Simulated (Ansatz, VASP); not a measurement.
## HgTe in VASP and in Ansatz

File POSCAR:

```
HgTe
1.0
    0.0000000000      3.2184317540      3.2184317540
    3.2184317540      0.0000000000      3.2184317540
    3.2184317540      3.2184317540      0.0000000000
Hg Te
1 1
Direct
    0.0000000000      0.0000000000      0.0000000000
    0.2500000000      0.2500000000      0.2500000000
```

INCAR.step1

```
  PREC = Accurate
  ENCUT = 520
  ISMEAR = 0
  SIGMA = 0.1
  LREAL = F
  LASPH = T
  NELM = 60
  NBANDS = 16
  GGA = PE
  ALGO = Normal
  EDIFF = 1E-4
  LWAVE = T
  LCHARG = F
```

File INCAR.step2:

```
  PREC = Accurate
  ENCUT = 520
  EDIFF = 1E-6
  ISMEAR = 0
  SIGMA = 0.1
  LREAL = F
  LASPH = T
  NELM = 60
  ALGO = Normal
  ISIF = 2
  LWAVE = F
  LCHARG = F
  METAGGA = R2SCAN
  LMIXTAU = T
  NBANDS = 16
  ISTART = 1
```

Contents of KPOINTS:

```
regular mesh
0
Gamma
  12 12 12
```

Input for Ansatz:

```yaml
crystal:
  lattice:
    - [0.0, 3.2184317927, 3.2184317927]
    - [3.2184317927, 0.0, 3.2184317927]
    - [3.2184317927, 3.2184317927, 0.0]
  atoms:
    - { symbol: Hg, position: [0.0, 0.0, 0.0] }
    - { symbol: Te, position: [0.25, 0.25, 0.25] }
basis:
  ecutwfc: 500
kpoints:
  mp_grid: { grid: [12, 12, 12] }
hamiltonian:
  xc: r2scan
scf:
  occupations: { method: gaussian, width: 0.1 }
output:
  forces: true
  stress: true
  eigenvalues: true
```

Alike in both runs: task single point; functional r2SCAN; k mesh 12 × 12 × 12; occupations gaussian, width 0.1 eV; no spin polarisation.

|  | VASP | Ansatz |
| --- | --- | --- |
| version | VASP 6.6.1 | Ansatz 0.2.0 |
| potentials or method | VASP PAW PBE potentials, release 64 (Hg, Te), cutoff 520 eV | scalar-relativistic, plane waves, PAW |
| valence electrons in the cell | 18 | 36 |

Ansatz gave:

| Property | Result |
| --- | --- |
| gap on the k mesh at the Fermi level (eV) | none |
| pressure (GPa) | 2.9 |

**Question.** What did VASP give for the same quantities?

**Answer.** gap on the k mesh at the Fermi level (eV): none; pressure (GPa): 3.0.

VASP's potentials were made for PBE, not for r2SCAN. A gap of «none» marks a metal or a gap that the smearing closes. VASP's potentials hold 18 valence electrons a cell and Ansatz's 36, so a difference there can come from the potentials and not from the codes.

Spin-orbit coupling is off throughout.
